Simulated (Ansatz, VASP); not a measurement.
Two plane-wave programs on Pt

File INCAR:

```
PREC     = Accurate       # precision mode
ENCUT    = 520            # plane-wave cutoff, eV
EDIFF    = 1E-6           # SCF threshold, eV
ISMEAR   = 0              # smearing method
SIGMA    = 0.15           # smearing width, eV
LREAL    = False          # projectors in reciprocal space
LASPH    = True           # aspherical terms in the spheres
NELM     = 100            # most SCF steps
ALGO     = Fast           # electronic algorithm
ISIF     = 2              # what is computed and relaxed
LWAVE    = False          # write WAVECAR
LCHARG   = False          # write CHGCAR
GGA      = PE             # functional
NBANDS   = 11             # bands
```

The input KPOINTS:

```
regular mesh
0
Gamma
  22 22 22
```

POSCAR

```
Pt
1.0
    0.0000000000      2.0898225419      1.7907689361
    2.0898225419      0.0000000000      1.7907689361
    2.0898225419      2.0898225419      0.0000000000
Pt
1
Direct
    0.0000000000      0.0000000000      0.0000000000
```

Input for Ansatz:

```yaml
crystal:
  lattice:
    - [0.0, 2.0898225419, 1.7907689361]
    - [2.0898225419, 0.0, 1.7907689361]
    - [2.0898225419, 2.0898225419, 0.0]
  atoms:
    - { symbol: Pt, position: [0.0, 0.0, 0.0] }
basis:
  ecutwfc: 420
kpoints:
  mp_grid: { grid: [22, 22, 22] }
hamiltonian:
  xc: pbe
  pseudopotentials: { kind: paw, azcp: { folder: soft_1 } }
scf:
  occupations: { method: gaussian, width: 0.15 }
output:
  forces: true
  stress: true
  eigenvalues: true
```

Alike in both runs: task single point; functional PBE; k mesh 22 × 22 × 22; occupations gaussian, width 0.15 eV; no spin polarisation.

|  | VASP | Ansatz |
| --- | --- | --- |
| version | VASP 6.6.1 | Ansatz 0.2.0 |
| potentials or method | VASP PAW PBE potentials, release 64 (Pt), cutoff 520 eV | scalar-relativistic, plane waves, PAW |
| valence electrons in the cell | 10 | 18 |

|  | VASP | Ansatz | Ansatz less VASP |
| --- | --- | --- | --- |
| gap on the k mesh at the Fermi level (eV) | none | none | - |
| pressure (GPa) | 0.9 | 1.4 | +0.48 |
| traceless stress, the component that is largest in VASP (GPa) | 4.30 | 4.32 | +0.024 |

A gap of «none» marks a metal or a gap that the smearing closes. With one functional, cell and mesh, what is left measures potentials, basis and numerics. VASP's potentials hold 10 valence electrons a cell and Ansatz's 18, so a difference there can come from the potentials and not from the codes.

Neither program's run includes spin-orbit coupling.
